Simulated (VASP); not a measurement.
# GaB2As3 (P-3m1) in VASP: further runs

The runs below take GaB2As3 through single point, relaxation of cell and atoms, with PBE.

Program: VASP 6.6.1. These are calculated values, not measurements. Logs are shortened: lines on timing, memory, paths and dates and some standing lists are left out, and cuts for length are marked.

**1. The cell of the first run**

Symmetry: P-3m1, No. 164, trigonal system. Conventional cell: a = 4.318 Å, b = 4.318 Å, c = 6.242 Å, α = 90.00°, β = 90.00°, γ = 120.00°. Within 4.0 Å of Ga (site symmetry -3m) lie 8 As at 3.07 to 3.12 Å and 6 B at 3.38 Å. Within 2.9 Å of B (site symmetry 3m) lie 7 As at 2.16 to 2.63 Å. As (site symmetry -3m) has 6 B at 2.63 Å and 6 As at 2.82 Å and 2 Ga at 3.12 Å within 3.5 Å. Within 2.9 Å of As (site symmetry 3m) lie 4 B at 2.16 to 2.54 Å and 3 As at 2.82 Å.

**2. Single point, PBE**

The input, INCAR:

```
ALGO = Normal
EDIFF = 1E-6
ENCUT = 520
GGA = PE
ISIF = 2
ISMEAR = 0
LASPH = T
LCHARG = F
LREAL = F
LWAVE = F
NBANDS = 26
NELM = 60
PREC = Accurate
SIGMA = 0.1
```

The input, KPOINTS:

```
k-points
0
Gamma
  6 6 4
```

The input, POSCAR:

```
GaB2As3
1.0
    4.3175859265      0.0000000000      0.0000000000
   -2.1587929633      3.7391390954      0.0000000000
    0.0000000000      0.0000000000      6.2421100638
Ga B As
1 2 3
Direct
    0.0000000000      0.0000000000      0.0000000000
    0.6666666667      0.3333333333      0.3655977809
    0.3333333333      0.6666666667      0.6344022191
    0.0000000000      0.0000000000      0.5000000000
    0.6666666667      0.3333333333      0.7120311084
    0.3333333333      0.6666666667      0.2879688916
```

Potentials or basis: VASP PAW PBE potentials, release 64 (Ga_d, B, As).

On the command line:

```bash
> cat potpaw_PBE.64/Ga_d/POTCAR potpaw_PBE.64/B/POTCAR potpaw_PBE.64/As/POTCAR > POTCAR
> mpirun -np 1 vasp_std > vasp.out
```

OUTCAR:

```text
EDIFF = 1E-6
   ENCUT = 520
   GGA = PE
   ISIF = 2
   ISMEAR = 0
   LASPH = T
   LREAL = F
   NELM = 60
   PREC = Accurate

 ion  position               nearest neighbor table
   1  0.000  0.000  0.000-
   2  0.667  0.333  0.366-   5 2.16   6 2.54   6 2.54   6 2.54
   3  0.333  0.667  0.634-   6 2.16   5 2.54   5 2.54   5 2.54
   4  0.000  0.000  0.500-   5 2.82   6 2.82   5 2.82   6 2.82   5 2.82   6 2.82
   5  0.667  0.333  0.712-   2 2.16   3 2.54   3 2.54   3 2.54   4 2.82   4 2.82   4 2.82
   6  0.333  0.667  0.288-   3 2.16   2 2.54   2 2.54   2 2.54   4 2.82   4 2.82   4 2.82

  LATTYP: Found a hexagonal cell.
 ALAT       =     4.3175859265
 C/A-ratio  =     1.4457407843

  Lattice vectors:

 A1 = (   4.3175859265,   0.0000000000,   0.0000000000)
 A2 = (  -2.1587929633,   3.7391390954,   0.0000000000)
 A3 = (   0.0000000000,   0.0000000000,   6.2421100638)

Analysis of symmetry for initial positions (statically):
=====================================================================
 Subroutine PRICEL returns:
 Original cell was already a primitive cell.

 Routine SETGRP: Setting up the symmetry group for a
 hexagonal supercell.

 Subroutine GETGRP returns: Found 12 space group operations
 (whereof 12 operations were pure point group operations)
 out of a pool of 24 trial point group operations.

The static configuration has the point symmetry D_3d.

Analysis of symmetry for dynamics (positions and initial velocities):
=====================================================================
 Subroutine PRICEL returns:
 Original cell was already a primitive cell.

 Routine SETGRP: Setting up the symmetry group for a
 hexagonal supercell.

 Subroutine GETGRP returns: Found 12 space group operations
 (whereof 12 operations were pure point group operations)
 out of a pool of 24 trial point group operations.

The dynamic configuration has the point symmetry D_3d.

 Subroutine INISYM returns: Found 12 space group operations
 (whereof 12 operations are pure point group operations),
 and found     1 'primitive' translations

----------------------------------------------------------------------------------------

                                     Primitive cell

  volume of cell :     100.7730

  direct lattice vectors                    reciprocal lattice vectors
     4.317585926  0.000000000  0.000000000     0.231610909  0.133720621  0.000000000
    -2.158792963  3.739139095  0.000000000     0.000000000  0.267441241  0.000000000
     0.000000000  0.000000000  6.242110064     0.000000000  0.000000000  0.160202238

  length of vectors
     4.317585926  4.317585927  6.242110064     0.267441241  0.267441241  0.160202238

  position of ions in fractional coordinates (direct lattice)
     0.000000000  0.000000000  0.000000000
     0.666666667  0.333333333  0.365597781
     0.333333333  0.666666667  0.634402219
     0.000000000  0.000000000  0.500000000
     0.666666667  0.333333333  0.712031108
     0.333333333  0.666666667  0.287968892

  ion indices of the primitive-cell ions
   primitive index   ion index
                 1           1
                 2           2
                 3           3
                 4           4
                 5           5
                 6           6

----------------------------------------------------------------------------------------

 KPOINTS: k-points

Automatic generation of k-mesh.
 Grid dimensions read from file:
 generate k-points for:    6    6    4

 Generating k-lattice:

  Cartesian coordinates                     Fractional coordinates (reciprocal lattice)
     0.038601818  0.022286770  0.000000000     0.166666667  0.000000000  0.000000000
     0.000000000  0.044573540  0.000000000     0.000000000  0.166666667  0.000000000
     0.000000000  0.000000000  0.040050559     0.000000000  0.000000000  0.250000000

  Length of vectors
     0.044573540  0.044573540  0.040050559

  Shift w.r.t. Gamma in fractional coordinates (k-lattice)
     0.000000000  0.000000000  0.000000000

 Subroutine IBZKPT returns following result:
 ===========================================

 Found     24 irreducible k-points:

 Following reciprocal coordinates:
            Coordinates               Weight
  0.000000  0.000000  0.000000      1.000000
  0.166667  0.000000  0.000000      6.000000
  0.333333  0.000000  0.000000      6.000000
  0.500000  0.000000  0.000000      3.000000
  0.166667  0.166667  0.000000      6.000000
  0.333333  0.166667  0.000000     12.000000
[... 16 lines left out ...]
  0.333333  0.166667  0.500000     12.000000
  0.333333  0.333333  0.500000      2.000000
   k-points           NKPTS =     24   k-points in BZ     NKDIM =     24   number of bands    NBANDS=     26
   number of dos      NEDOS =    301   number of ions     NIONS =      6
   total plane-waves  NPLWV =  49152
   dimension x,y,z NGX =    32 NGY =   32 NGZ =   48
   dimension x,y,z NGXF=    64 NGYF=   64 NGZF=   96
   ions per type =               1   2   3
   NGX,Y,Z   is equivalent  to a cutoff of  12.32, 12.32, 12.78 a.u.
   NGXF,Y,Z  is equivalent  to a cutoff of  24.64, 24.64, 25.57 a.u.
 SYSTEM =  unknown system
   PREC   = accura    normal or accurate (medium, high low for compatibility)
   ISTART =      0    job   : 0-new  1-cont  2-samecut
   ICHARG =      2    charge: 1-file 2-atom 10-const
   ISPIN  =      1    spin polarized calculation?
   LNONCOLLINEAR =      F non collinear calculations
   LSORBIT =      F    spin-orbit coupling
   LASPH  =      T    aspherical Exc in radial PAW
   ENCUT  =  520.0 eV  38.22 Ry    6.18 a.u.   8.03  8.03 11.61*2*pi/ulx,y,z
   NELM   =     60;   NELMIN=  2; NELMDL= -5     # of ELM steps
   EDIFF  = 0.1E-05   stopping-criterion for ELM
   LREAL  =      F    real-space projection
   EDIFFG = 0.1E-04   stopping-criterion for IOM
   NSW    =      0    number of steps for IOM
   IBRION =     -1    ionic relax: 0-MD 1-quasi-New 2-CG
   NFREE  =      0    steps in history (QN), initial steepest desc. (CG)
   ISIF   =      2    stress and relaxation
   ISYM   =      2    0-nonsym 1-usesym 2-fastsym
   POTIM  = 0.5000    time-step for ionic-motion
   TEBEG  =    0.0;   TEEND  =   0.0 temperature during run
   PSTRESS=    0.0 pullay stress
   NELECT =      34.0000    total number of electrons
   NUPDOWN=      -1.0000    fix difference up-down
   EMIN   =  10.00;   EMAX   =-10.00  energy-range for DOS
   EFERMI =   0.00;   METHOD = LEGACY
   ISMEAR =     0;   SIGMA  =   0.10  broadening in eV -4-tet -1-fermi 0-gaus
   EFERMI_NEDOS =   21; number of points for ismear=-14 and -15
   IALGO  =     38    algorithm
   IMIX   =      4    mixing-type and parameters
     AMIX     =   0.40;   BMIX     =  1.00
     AMIX_MAG =   1.60;   BMIX_MAG =  1.00
  volume/ion in A,a.u.               =      16.80       113.34
  Fermi-wavevector in a.u.,A,eV,Ry     =   1.139689  2.153700 17.672494  1.298892
  Thomas-Fermi vector in A             =   2.276392
   LORBIT       =      0    0 simple, 1 ext, 2 COOP (PROOUT), +10 PAW based schemes
   GGA     = PE    functional components
   LHFCALC =     F    Hartree Fock is set to
   AEXX    =    0.0000 exact exchange contribution
   IVDW    =     0    specifies the selected vdW correction
   LEPSILON=     F    determine dielectric tensor
   LRPA    =     F    only Hartree local field effects (RPA)
 non-spin polarized calculation
 Gauss-broadening in eV      SIGMA  =   0.10
  energy-cutoff  :      520.00
  volume of cell :      100.77
 maximum number of plane-waves:      2748
   NGX = 17   NGY = 17   NGZ = 23

 number of electron      33.9999981 magnetization

 Free energy of the ion-electron system (eV)
  ---------------------------------------------------
  ext. energy  EPLUGINS =         0.00000000
  ---------------------------------------------------
  free energy    TOTEN  =       -24.58083114 eV

  energy without entropy =      -24.56477898  energy(sigma->0) =      -24.57280506

 E-fermi :   5.6205     XC(G=0): -10.4280

 val. band max:        5.5275512167   @ k =  -0.1667   0.5000   0.2500
 cond. band min:       5.6250719222   @ k =   0.1667   0.1667   0.2500
 fundamental gap:      0.0975207055
 Fermi energy:         5.6205482537

 k-point     1 :       0.0000    0.0000    0.0000
  band No.  band energies     occupation
      1      -9.8174      2.00000
      2      -9.5451      2.00000
      3      -9.5451      2.00000
      4      -9.5286      2.00000
      5      -9.5286      2.00000
      6      -9.4817      2.00000
[... 18 lines left out ...]
     25       8.5045      0.00000
     26      10.5440      0.00000

 k-point     2 :       0.1667    0.0000    0.0000
  band No.  band energies     occupation
      1      -9.6416      2.00000
      2      -9.5492      2.00000
      3      -9.5433      2.00000
      4      -9.5306      2.00000
      5      -9.5283      2.00000
      6      -9.3875      2.00000
[... 18 lines left out ...]
     25       9.4886      0.00000
     26      11.3318      0.00000

 k-point     3 :       0.3333    0.0000    0.0000
  band No.  band energies     occupation
      1      -9.5601      2.00000
      2      -9.5519      2.00000
      3      -9.5408      2.00000
      4      -9.5333      2.00000
      5      -9.5265      2.00000
      6      -8.6773      2.00000
[... 18 lines left out ...]
     25      10.5424      0.00000
     26      11.1849      0.00000

 k-point     4 :       0.5000    0.0000    0.0000
  band No.  band energies     occupation
      1      -9.5641      2.00000
      2      -9.5438      2.00000
      3      -9.5401      2.00000
      4      -9.5340      2.00000
      5      -9.5251      2.00000
      6      -7.4757      2.00000
[... 18 lines left out ...]
     25      10.3309      0.00000
     26      11.0108      0.00000
[... 496 lines left out ...]
      1      -9.5664      2.00000
      2      -9.5434      2.00000
      3      -9.5355      2.00000
      4      -9.5340      2.00000
      5      -9.5277      2.00000
      6      -8.8593      2.00000
[... 18 lines left out ...]
     25      10.3075      0.00000
     26      10.5144      0.00000

 k-point    23 :       0.3333    0.1667    0.5000
  band No.  band energies     occupation
      1      -9.5652      2.00000
      2      -9.5451      2.00000
      3      -9.5353      2.00000
      4      -9.5320      2.00000
      5      -9.5268      2.00000
      6      -7.8352      2.00000
[... 18 lines left out ...]
     25      10.2524      0.00000
     26      10.9788      0.00000

 k-point    24 :       0.3333    0.3333    0.5000
  band No.  band energies     occupation
      1      -9.5555      2.00000
      2      -9.5555      2.00000
      3      -9.5328      2.00000
      4      -9.5301      2.00000
      5      -9.5301      2.00000
      6      -6.6694      2.00000
[... 18 lines left out ...]
     25      11.0932      0.00000
     26      11.0932      0.00000

------------------------ aborting loop because EDIFF is reached ----------------------------------------

  FORCE on cell =-STRESS in cart. coord.  units (eV):
  Direction    XX          YY          ZZ          XY          YZ          ZX
  --------------------------------------------------------------------------------------
  -------------------------------------------------------------------------------------
  Total       -0.0092754     -0.0092754      0.0376728      0.0000000      0.0000000      0.0000000
  in kB       -0.1474683     -0.1474683      0.5989547      0.0000000      0.0000000      0.0000000
  external PRESSURE =       0.1013394 kB  Pullay stress =       0.0000000 kB

 VOLUME and BASIS-vectors are now :
 -----------------------------------------------------------------------------
  energy-cutoff  :      520.00
  volume of cell :      100.77
      direct lattice vectors                 reciprocal lattice vectors
     4.317585926  0.000000000  0.000000000     0.231610909  0.133720621  0.000000000
    -2.158792963  3.739139095  0.000000000     0.000000000  0.267441241  0.000000000
     0.000000000  0.000000000  6.242110064     0.000000000  0.000000000  0.160202238

 POSITION                                       TOTAL-FORCE (eV/Angst)
 -----------------------------------------------------------------------------------
      0.00000      0.00000      0.00000         0.000000      0.000000      0.000000
      2.15879      1.24638      2.28210        -0.000000      0.000000     -0.045061
     -0.00000      2.49276      3.96001         0.000000      0.000000      0.045061
      0.00000      0.00000      3.12106         0.000000      0.000000      0.000000
      2.15879      1.24638      4.44458         0.000000      0.000000      0.055517
     -0.00000      2.49276      1.79753         0.000000     -0.000000     -0.055517
 -----------------------------------------------------------------------------------
    total drift:                                0.000000      0.000000      0.000000

  FREE ENERGIE OF THE ION-ELECTRON SYSTEM (eV)
  ---------------------------------------------------
  free  energy   TOTEN  =       -24.5808311383 eV

  energy  without entropy=      -24.5647789849  energy(sigma->0) =      -24.57280506
```

It took 1.9 min on 1 thread of AMD EPYC 7R43 (Zen 3), shared host; peak memory 0.2 GiB.

What came out:

- Free energy: -24.5808 eV
- Pressure: 0.0 GPa
- Largest force: 0.056 eV/Å
- Band gap on the k mesh: zero (band 17 reaches 6.32 eV, above the bottom of band 18 at 4.28 eV)

Forces on the atoms (eV/Å):
```
Ga   0.000  0.000  0.000
B    0.000  0.000 -0.045
B    0.000  0.000  0.045
As   0.000  0.000  0.000
As   0.000  0.000  0.056
As   0.000  0.000 -0.056
```

**3. Single point, PBE**

This run uses another cell than the first one, of 19.71 Å³/atom, 1.173 times its volume.

The input, INCAR:

```
SYSTEM = GaB2As3
PREC = Accurate
ENCUT = 520
EDIFF = 1E-7
ISMEAR = 0
SIGMA = 0.1
LREAL = .FALSE.
LASPH = .TRUE.
NELM = 100
ALGO = Normal
ISIF = 2
LWAVE = .FALSE.
LCHARG = .FALSE.
GGA = PE
NBANDS = 26
```

The input, KPOINTS:

```
Automatic mesh
0
G
  6 6 4
  0 0 0
```

The input, POSCAR:

```
GaB2As3
1.0
    4.4245132000      0.0000000000      0.0000000000
   -2.2122566000      3.8317408300      0.0000000000
    0.0000000000      0.0000000000      6.9744849700
Ga B As
1 2 3
Direct
    0.0000000000      0.0000000000      0.0000000000
    0.6666666700      0.3333333300      0.2483411600
    0.3333333300      0.6666666700      0.7516588400
    0.0000000000      0.0000000000      0.5000000000
    0.6666666700      0.3333333300      0.6493157700
    0.3333333300      0.6666666700      0.3506842300
```

Potentials or basis: VASP PAW PBE potentials, release 64 (Ga_d, B, As).

On the command line:

```bash
> cat potpaw_PBE.64/Ga_d/POTCAR potpaw_PBE.64/B/POTCAR potpaw_PBE.64/As/POTCAR > POTCAR
> mpirun -np 1 vasp_std > vasp.out
```

Run time: 1.9 min. Hardware: 1 thread of AMD EPYC 7R43 (Zen 3), shared host; peak memory 0.24 GiB.

Results (log left out):

```yaml
Free_energy: -22.6284 eV
Pressure: -6.8 GPa
Largest_force: 0.817 eV/Å
Band_gap_on_the_k_mesh: zero (band 17 reaches 4.51 eV, above the bottom of band 18 at 3.17 eV)
```

Forces on the atoms (eV/Å):
```
Ga   0.000  0.000  0.000
B    0.000  0.000  0.817
B    0.000  0.000 -0.817
As   0.000  0.000  0.000
As   0.000  0.000  0.394
As   0.000  0.000 -0.394
```

Stress tensor (GPa, compression positive):
```
-6.35  0.00  0.00
 0.00 -6.35  0.00
 0.00  0.00 -7.82
```

Levels at points of the mesh, in eV from the Fermi level:
```
           k point  band 14  band 15  band 16  band 17  band 18  band 19  band 20  band 21
(0.00, 0.00, 0.00)    -2.92    -2.02    -0.71    -0.70    -0.70    -0.37     0.64     1.55
(0.50, 0.00, 0.00)    -2.22    -2.09    -0.74     0.52     0.79     1.47     1.67     2.88
(0.00, 0.00, 0.50)    -2.87    -2.87    -1.96    -0.82    -0.82    -0.53     0.97     0.97
(0.50, 0.00, 0.50)    -2.46    -1.79    -1.77    -1.08     1.56     1.58     2.06     2.35
```

(Part 1 of 2 ends here.)
